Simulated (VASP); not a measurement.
# Ge (P3_112) in VASP: a series of runs

Ge is run at these levels: PBE; tasks: single point.

Everything below comes from runs of VASP 6.6.1. Logs are shortened: lines on timing, memory, paths and dates and some standing lists are left out, and cuts for length are marked.

### 1 The cell of the first run

It takes space group P3_112 (No. 151, trigonal). Conventional cell: a = 5.788 Å, b = 5.788 Å, c = 6.789 Å, α = 90.00°, β = 90.00°, γ = 120.00°. Ge (site symmetry 1) has 3 Ge at 2.08 to 2.38 Å within 2.7 Å. Ge (site symmetry 2) has 4 Ge at 2.30 to 2.46 Å within 3.0 Å.

The cell was generated, and may not be a known phase.

### 2 Single point, PBE

INCAR reads:

```
PREC     = Accurate       # precision mode
ENCUT    = 520            # plane-wave cutoff, eV
EDIFF    = 1E-6           # SCF threshold, eV
ISMEAR   = 0              # smearing method
SIGMA    = 0.1            # smearing width, eV
LREAL    = F              # projectors in reciprocal space
LASPH    = T              # aspherical terms in the spheres
NELM     = 60             # most SCF steps
ALGO     = Normal         # electronic algorithm
ISIF     = 2              # what is computed and relaxed
LWAVE    = F              # write WAVECAR
LCHARG   = T              # write CHGCAR
GGA      = PE             # functional
LELF     = T              # ELF
LVHAR    = T            
NBANDS   = 73             # bands
```

KPOINTS reads:

```
Automatic mesh
0
Gamma
  3 3 4
```

POSCAR reads:

```
Ge
1.0
    5.7875553800      0.0000000000      0.0000000000
   -2.8937776900      5.0121699900      0.0000000000
    0.0000000000      0.0000000000      6.7891616600
Ge
9
Direct
    0.1622339100      0.2467204500      0.3159473300
    0.7532795500      0.9155134700      0.6492806600
    0.0844865300      0.8377660900      0.9826140000
    0.7532795500      0.8377660900      0.3507193400
    0.0844865300      0.2467204500      0.0173860000
    0.1622339100      0.9155134700      0.6840526700
    0.6110530300      0.3889469700      0.3333333300
    0.6110530300      0.2221060600      0.6666666700
    0.7778939400      0.3889469700      0.0000000000
```

Potentials or basis: VASP PAW PBE potentials, release 64 (Ge_d).

Command:

```
> cat potpaw_PBE.64/Ge_d/POTCAR > POTCAR
> mpirun -np 1 vasp_std > vasp.out
```

OUTCAR:

```text
PREC = Accurate
   ENCUT = 520
   EDIFF = 1E-6
   ISMEAR = 0
   LREAL = F
   LASPH = T
   NELM = 60
   ISIF = 2
   GGA = PE

 ion  position               nearest neighbor table
   1  0.162  0.247  0.316-   5 2.08   7 2.30   4 2.38
   2  0.753  0.916  0.649-   4 2.08   8 2.30   6 2.38
   3  0.084  0.838  0.983-   6 2.08   9 2.30   5 2.38
   4  0.753  0.838  0.351-   2 2.08   7 2.30   1 2.38
   5  0.084  0.247  0.017-   1 2.08   9 2.30   3 2.38
   6  0.162  0.916  0.684-   3 2.08   8 2.30   2 2.38
   7  0.611  0.389  0.333-   1 2.30   4 2.30   9 2.46   8 2.46
   8  0.611  0.222  0.667-   2 2.30   6 2.30   9 2.46   7 2.46
   9  0.778  0.389  0.000-   5 2.30   3 2.30   7 2.46   8 2.46

  LATTYP: Found a hexagonal cell.
 ALAT       =     5.7875553800
 C/A-ratio  =     1.1730620641

  Lattice vectors:

 A1 = (   5.7875553800,   0.0000000000,   0.0000000000)
 A2 = (  -2.8937776900,   5.0121699900,   0.0000000000)
 A3 = (   0.0000000000,   0.0000000000,   6.7891616600)

Analysis of symmetry for initial positions (statically):
=====================================================================
 Subroutine PRICEL returns:
 Original cell was already a primitive cell.

 Routine SETGRP: Setting up the symmetry group for a
 hexagonal supercell.

 Subroutine GETGRP returns: Found  6 space group operations
 (whereof  2 operations were pure point group operations)
 out of a pool of 24 trial point group operations.

The static configuration has the point symmetry C_2 .
 The point group associated with its full space group is D_3 .

Analysis of symmetry for dynamics (positions and initial velocities):
=====================================================================
 Subroutine PRICEL returns:
 Original cell was already a primitive cell.

 Routine SETGRP: Setting up the symmetry group for a
 hexagonal supercell.

 Subroutine GETGRP returns: Found  6 space group operations
 (whereof  2 operations were pure point group operations)
 out of a pool of 24 trial point group operations.

The dynamic configuration has the point symmetry C_2 .
 The point group associated with its full space group is D_3 .

 Subroutine INISYM returns: Found  6 space group operations
 (whereof  2 operations are pure point group operations),
 and found     1 'primitive' translations

----------------------------------------------------------------------------------------

                                     Primitive cell

  volume of cell :     196.9414

  direct lattice vectors                    reciprocal lattice vectors
     5.787555380  0.000000000  0.000000000     0.172784524  0.099757191  0.000000000
    -2.893777690  5.012169990  0.000000000     0.000000000  0.199514382  0.000000000
     0.000000000  0.000000000  6.789161660     0.000000000  0.000000000  0.147293591

  length of vectors
     5.787555380  5.787555384  6.789161660     0.199514383  0.199514382  0.147293591

  position of ions in fractional coordinates (direct lattice)
     0.162233910  0.246720450  0.315947330
     0.753279550  0.915513470  0.649280660
     0.084486530  0.837766090  0.982614000
     0.753279550  0.837766090  0.350719340
     0.084486530  0.246720450  0.017386000
     0.162233910  0.915513470  0.684052670
     0.611053030  0.388946970  0.333333330
     0.611053030  0.222106060  0.666666670
     0.777893940  0.388946970  0.000000000

  ion indices of the primitive-cell ions
   primitive index   ion index
                 1           1
                 2           2
                 3           3
                 4           4
                 5           5
                 6           6
                 7           7
                 8           8
                 9           9

----------------------------------------------------------------------------------------

 KPOINTS: Automatic mesh

Automatic generation of k-mesh.
 Grid dimensions read from file:
 generate k-points for:    3    3    4

 Generating k-lattice:

  Cartesian coordinates                     Fractional coordinates (reciprocal lattice)
     0.057594841  0.033252397  0.000000000     0.333333333  0.000000000  0.000000000
     0.000000000  0.066504794  0.000000000     0.000000000  0.333333333  0.000000000
     0.000000000  0.000000000  0.036823398     0.000000000  0.000000000  0.250000000

  Length of vectors
     0.066504794  0.066504794  0.036823398

  Shift w.r.t. Gamma in fractional coordinates (k-lattice)
     0.000000000  0.000000000  0.000000000

 Subroutine IBZKPT returns following result:
 ===========================================

 Found     10 irreducible k-points:

 Following reciprocal coordinates:
            Coordinates               Weight
  0.000000  0.000000  0.000000      1.000000
  0.333333  0.000000  0.000000      6.000000
  0.333333  0.333333  0.000000      2.000000
  0.000000  0.000000  0.250000      2.000000
  0.333333  0.000000  0.250000     12.000000
  0.333333  0.333333  0.250000      2.000000
 -0.333333 -0.333333  0.250000      2.000000
  0.000000  0.000000  0.500000      1.000000
  0.333333  0.000000  0.500000      6.000000
  0.333333  0.333333  0.500000      2.000000
   k-points           NKPTS =     10   k-points in BZ     NKDIM =     10   number of bands    NBANDS=     73
   number of dos      NEDOS =    301   number of ions     NIONS =      9
   total plane-waves  NPLWV = 115200
   dimension x,y,z NGX =    48 NGY =   48 NGZ =   50
   dimension x,y,z NGXF=    96 NGYF=   96 NGZF=  100
   ions per type =               9
   NGX,Y,Z   is equivalent  to a cutoff of  13.79, 13.79, 12.24 a.u.
   NGXF,Y,Z  is equivalent  to a cutoff of  27.58, 27.58, 24.49 a.u.
 SYSTEM =  unknown system
   PREC   = accura    normal or accurate (medium, high low for compatibility)
   ISTART =      0    job   : 0-new  1-cont  2-samecut
   ICHARG =      2    charge: 1-file 2-atom 10-const
   ISPIN  =      1    spin polarized calculation?
   LNONCOLLINEAR =      F non collinear calculations
   LSORBIT =      F    spin-orbit coupling
   LASPH  =      T    aspherical Exc in radial PAW
   ENCUT  =  520.0 eV  38.22 Ry    6.18 a.u.  10.76 10.76 12.62*2*pi/ulx,y,z
   NELM   =     60;   NELMIN=  2; NELMDL= -5     # of ELM steps
   EDIFF  = 0.1E-05   stopping-criterion for ELM
   LREAL  =      F    real-space projection
   EDIFFG = 0.1E-04   stopping-criterion for IOM
   NSW    =      0    number of steps for IOM
   IBRION =     -1    ionic relax: 0-MD 1-quasi-New 2-CG
   NFREE  =      0    steps in history (QN), initial steepest desc. (CG)
   ISIF   =      2    stress and relaxation
   ISYM   =      2    0-nonsym 1-usesym 2-fastsym
   POTIM  = 0.5000    time-step for ionic-motion
   TEBEG  =    0.0;   TEEND  =   0.0 temperature during run
   PSTRESS=    0.0 pullay stress
   NELECT =     126.0000    total number of electrons
   NUPDOWN=      -1.0000    fix difference up-down
   EMIN   =  10.00;   EMAX   =-10.00  energy-range for DOS
   EFERMI =   0.00;   METHOD = LEGACY
   ISMEAR =     0;   SIGMA  =   0.10  broadening in eV -4-tet -1-fermi 0-gaus
   EFERMI_NEDOS =   21; number of points for ismear=-14 and -15
   IALGO  =     38    algorithm
   IMIX   =      4    mixing-type and parameters
     AMIX     =   0.40;   BMIX     =  1.00
     AMIX_MAG =   1.60;   BMIX_MAG =  1.00
  volume/ion in A,a.u.               =      21.88       147.67
  Fermi-wavevector in a.u.,A,eV,Ry     =   1.410650  2.665742 27.074693  1.989934
  Thomas-Fermi vector in A             =   2.532582
   LORBIT       =      0    0 simple, 1 ext, 2 COOP (PROOUT), +10 PAW based schemes
   GGA     = PE    functional components
   LHFCALC =     F    Hartree Fock is set to
   AEXX    =    0.0000 exact exchange contribution
   IVDW    =     0    specifies the selected vdW correction
   LEPSILON=     F    determine dielectric tensor
   LRPA    =     F    only Hartree local field effects (RPA)
 non-spin polarized calculation
 Gauss-broadening in eV      SIGMA  =   0.10
  energy-cutoff  :      520.00
  volume of cell :      196.94
 maximum number of plane-waves:      5323
 NGX is ok and might be reduce to    48
   NGX = 21   NGY = 21   NGZ = 25

 number of electron     126.0000005 magnetization

 Free energy of the ion-electron system (eV)
  ---------------------------------------------------
  ext. energy  EPLUGINS =         0.00000000
  ---------------------------------------------------
  free energy    TOTEN  =       -30.74130670 eV

  energy without entropy =      -30.72417731  energy(sigma->0) =      -30.73274201

 E-fermi :   4.9318     XC(G=0): -10.0437

 val. band max:        4.9313232116   @ k =   0.3333   0.3333   0.5000
 cond. band min:       5.1312751074   @ k =   0.0000   0.0000   0.2500
 fundamental gap:      0.1999518958
 Fermi energy:         4.9317929714

 k-point     1 :       0.0000    0.0000    0.0000
  band No.  band energies     occupation
      1     -20.2500      2.00000
      2     -20.2039      2.00000
      3     -20.2039      2.00000
      4     -19.9792      2.00000
      5     -19.9792      2.00000
      6     -19.9670      2.00000
[... 65 lines left out ...]
     72      10.7898      0.00000
     73      10.9607      0.00000

 k-point     2 :       0.3333    0.0000    0.0000
  band No.  band energies     occupation
      1     -20.2492      2.00000
      2     -20.2035      2.00000
      3     -20.2030      2.00000
      4     -19.9823      2.00000
      5     -19.9738      2.00000
      6     -19.9654      2.00000
[... 65 lines left out ...]
     72       9.1052      0.00000
     73      10.2432      0.00000

 k-point     3 :       0.3333    0.3333    0.0000
  band No.  band energies     occupation
      1     -20.2487      2.00000
      2     -20.2043      2.00000
      3     -20.2016      2.00000
      4     -19.9828      2.00000
      5     -19.9721      2.00000
      6     -19.9595      2.00000
[... 521 lines left out ...]
     72       9.7615      0.00000
     73       9.9721      0.00000

 k-point    10 :       0.3333    0.3333    0.5000
  band No.  band energies     occupation
      1     -20.2332      2.00000
      2     -20.2316      2.00000
      3     -20.1886      2.00000
      4     -19.9967      2.00000
      5     -19.9766      2.00000
      6     -19.9713      2.00000
[... 65 lines left out ...]
     72       9.8303      0.00000
     73       9.8722      0.00000

------------------------ aborting loop because EDIFF is reached ----------------------------------------

  FORCE on cell =-STRESS in cart. coord.  units (eV):
  Direction    XX          YY          ZZ          XY          YZ          ZX
  --------------------------------------------------------------------------------------
  -------------------------------------------------------------------------------------
  Total       19.2913543     19.2913544     45.7485614      0.0000000     -0.0000000      0.0000000
  in kB      156.9409216    156.9409219    372.1781925      0.0000000     -0.0000000      0.0000000
  external PRESSURE =     228.6866787 kB  Pullay stress =       0.0000000 kB

 VOLUME and BASIS-vectors are now :
 -----------------------------------------------------------------------------
  energy-cutoff  :      520.00
  volume of cell :      196.94
      direct lattice vectors                 reciprocal lattice vectors
     5.787555380  0.000000000  0.000000000     0.172784524  0.099757191  0.000000000
    -2.893777690  5.012169990  0.000000000     0.000000000  0.199514382  0.000000000
     0.000000000  0.000000000  6.789161660     0.000000000  0.000000000  0.147293591

 POSITION                                       TOTAL-FORCE (eV/Angst)
 -----------------------------------------------------------------------------------
      0.22498      1.23660      2.14502         0.535727      0.763311      5.340257
      1.71035      4.58871      4.40807        -0.928910      0.082298      5.340257
     -1.93534      4.19903      6.67113         0.393183     -0.845609      5.340257
      1.93534      4.19903      2.38109        -0.393183     -0.845609     -5.340257
     -0.22498      1.23660      0.11804        -0.535727      0.763311     -5.340257
     -1.71035      4.58871      4.64414         0.928910      0.082298     -5.340257
      2.41098      1.94947      2.26305         1.797121     -1.037568      0.000000
      2.89378      1.11323      4.52611        -0.000000      2.075137      0.000000
      3.37658      1.94947      0.00000        -1.797121     -1.037568      0.000000
 -----------------------------------------------------------------------------------
    total drift:                                0.000109     -0.000032      0.000037

  FREE ENERGIE OF THE ION-ELECTRON SYSTEM (eV)
  ---------------------------------------------------
  free  energy   TOTEN  =       -30.7413067003 eV

  energy  without entropy=      -30.7241773122  energy(sigma->0) =      -30.73274201
```

It took 6.1 min on 1 thread of Intel Xeon 8259CL, shared host; peak memory 0.38 GiB.

What came out:

```
Free energy            : -30.7413 eV
Pressure               : 22.9 GPa
Largest force          : 5.421 eV/Å
Band gap on the k mesh : zero (bands 63 and 64 overlap by 1.19 eV)
```

Forces in eV/Å, atoms in the order of the input:
```
Ge   0.536  0.763  5.340
Ge  -0.929  0.082  5.340
Ge   0.393 -0.846  5.340
Ge  -0.393 -0.846 -5.340
Ge  -0.536  0.763 -5.340
Ge   0.929  0.082 -5.340
Ge   1.797 -1.038  0.000
Ge   0.000  2.075  0.000
Ge  -1.797 -1.038  0.000
```

Levels at points of the mesh, in eV from the Fermi level:
```
           k point  band 61  band 62  band 63  band 64  band 65  band 66
(0.00, 0.00, 0.00)    -1.55    -1.55    -0.93     0.29     0.29     0.41
(0.00, 0.00, 0.50)    -1.41    -0.96    -0.57    -0.57    -0.39     1.11
```

Caveat: the k points lie up to 0.42 Å⁻¹ apart, too coarse for converged energies and pressures of a metal; forces of over 1 eV/Å act on the atoms, so gaps and moduli don't describe the material at rest.

(Part 1 of 2 ends here.)

The gap in the log of VASP goes by the Fermi energy; the results here count the filled bands.